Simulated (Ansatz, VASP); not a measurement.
Two plane-wave programs on As

File INCAR:

```
SYSTEM = As
ALGO = Normal
DIPOL = 0.5 0.5 0.500
EDIFF = 1E-6
ENCUT = 520
GGA = PE
IDIPOL = 3
ISIF = 2
ISMEAR = 0
LASPH = .TRUE.
LCHARG = .TRUE.
LDIPOL = .TRUE.
LELF = .TRUE.
LREAL = .FALSE.
LVACPOTAV = .TRUE.
LVHAR = .TRUE.
LWAVE = .FALSE.
NBANDS = 12
NELM = 80
PREC = Accurate
SIGMA = 0.02
```

The input KPOINTS:

```
k-points
0
G
  9 9 1
  0 0 0
```

POSCAR

```
As
1.0
    3.6120000000      0.0000000000      0.0000000000
   -1.8060000000      3.1280837585      0.0000000000
    0.0000000000      0.0000000000     28.0000000000
As
2
Direct
    0.3333333333      0.6666666667      0.5212857143
    0.6666666667      0.3333333333      0.4787142857
```

Input for Ansatz:

```yaml
crystal:
  lattice:
    - [3.612, 0.0, 0.0]
    - [-1.806, 3.1280837585, 0.0]
    - [0.0, 0.0, 28.0]
  atoms:
    - { symbol: As, position: [0.3333333333, 0.6666666667, 0.5212857143] }
    - { symbol: As, position: [0.6666666667, 0.3333333333, 0.4787142857] }
  periodic: [true, true, false]
basis:
  ecutwfc: 420
kpoints:
  mp_grid: { grid: [9, 9, 1] }
hamiltonian:
  xc: pbe
scf:
  occupations: { method: gaussian, width: 0.02 }
output:
  forces: true
  stress: true
  eigenvalues: true
```

Alike in both runs: task single point; functional PBE; k mesh 9 × 9 × 1; occupations gaussian, width 0.02 eV; no spin polarisation.

```csv
,VASP,Ansatz
version,VASP 6.6.1,Ansatz 0.2.0
potentials or method,"VASP PAW PBE potentials, release 64 (As), cutoff 520 eV","scalar-relativistic, plane waves, PAW"
valence electrons in the cell,10,30
```

Ansatz gave:

```
gap on the k mesh at the Fermi level (eV) : 1.08
least direct gap on the mesh (eV)         : 1.17
rms of the force components (eV/Å)        : 1.533
```

Estimate VASP's values.

gap on the k mesh at the Fermi level (eV): 1.01; least direct gap on the mesh (eV): 1.11; rms of the force components (eV/Å): 1.612.

Atom by atom the forces differ by 0.079 eV/Å (rms over components). VASP's potentials hold 10 valence electrons a cell and Ansatz's 30, so a difference there can come from the potentials and not from the codes.
